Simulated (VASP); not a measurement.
The system is Yb.

```
Yb
1.0
    -2.15148    2.15148    2.15148
     2.15148   -2.15148    2.15148
     2.15148    2.15148   -2.15148
Yb
1
Direct
  0.00000 0.00000 0.00000
```

This isn't the form of Yb at room conditions, which is fcc.

Base run:

```yaml
Program: VASP 6.6.1
Functional: PBEsol
Potentials_or_basis: VASP PAW PBE potentials, release 64 (Yb)
Cutoff: 520 eV
k_mesh: 7 × 7 × 7
Occupations: fermi-dirac, width 0.05 eV
Spin: collinear spin, ferromagnetic start
Starting_moments: "[2.0] μB"
Fixed_moment: 2 μB
```

Its results: pressure -3.5 GPa; site moments Yb +0.89 μB.

Question: The run is repeated on the same cell with these changes: functional from PBEsol to PBE. What comes out?

Answer: Pressure -2.3 GPa; site moments Yb +0.89 μB.

PBE binds less tightly than PBEsol, so the same cell stands under more pressure.

Caveats: the total moment is fixed, so each spin has its own Fermi level; the cell stands under tension (at least some runs); the PAW data sets were made with another functional, which shifts forces and pressure a little (at least some runs).
